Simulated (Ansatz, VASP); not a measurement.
## WS2 in VASP and in Ansatz

INCAR

```
PREC = Accurate
ENCUT = 520
EDIFF = 1E-6
ISMEAR = -1
SIGMA = 0.05
LREAL = F
LASPH = T
NELM = 60
ALGO = Normal
ISIF = 2
LWAVE = F
LCHARG = F
NBANDS = 20
```

The input KPOINTS:

```
Automatic mesh
0
Gamma
  10 10 2
```

The input POSCAR:

```
WS2
1.0
    3.1185283984      0.0000000000      0.0000000000
   -1.5592641992      2.7007248154      0.0000000000
    0.0000000000      0.0000000000     16.6045506357
W S
1 2
Direct
    0.0000000000      0.0000000000      0.0000000000
    0.3333333333      0.6666666667      0.0920005100
    0.3333333333      0.6666666667      0.9079994900
```

Contents of input.yaml:

```yaml
crystal:
  lattice:
    - [3.1185283984, 0.0, 0.0]
    - [-1.5592641992, 2.7007248154, 0.0]
    - [0.0, 0.0, 16.6045506357]
  atoms:
    - { symbol: W, position: [0.0, 0.0, 0.0] }
    - { symbol: S, position: [0.3333333333, 0.6666666667, 0.09200051] }
    - { symbol: S, position: [0.3333333333, 0.6666666667, 0.90799949] }
kpoints:
  mp_grid: { grid: [10, 10, 2] }
scf:
  occupations: { method: fermi_dirac, width: 0.05 }
hamiltonian:
  xc: lda
  pseudopotentials: { kind: all_electron, lapw: { basis_error: 0.002 } }
output:
  forces: true
  stress: true
  eigenvalues: true
```

Change from the starting cell: volume scaled by 0.94.

Alike in both runs: task single point; functional LDA; k mesh 10 × 10 × 2; occupations fermi-dirac, width 0.05 eV; no spin polarisation.

|  | VASP | Ansatz |
| --- | --- | --- |
| version | VASP 6.6.1 | Ansatz 0.2.0 |
| potentials or method | VASP PAW LDA potentials, release 64 (W_sv, S), cutoff 520 eV | all-electron LAPW, scalar-relativistic |

Ansatz gave:

- gap on the k mesh at the Fermi level (eV): 2.16
- least direct gap on the mesh (eV): 2.32
- rms of the force components (eV/Å): 0.365

Problem. Estimate VASP's values.

Solution. gap on the k mesh at the Fermi level (eV): 2.18; least direct gap on the mesh (eV): 2.33; rms of the force components (eV/Å): 0.391.

LDA's correlation is that of Perdew and Zunger in VASP and of Perdew and Wang (1992) in Ansatz. Atom by atom the forces differ by 0.025 eV/Å (rms over components). Ansatz ran all-electron here, and VASP with PAW potentials.

Spin-orbit coupling is off throughout.
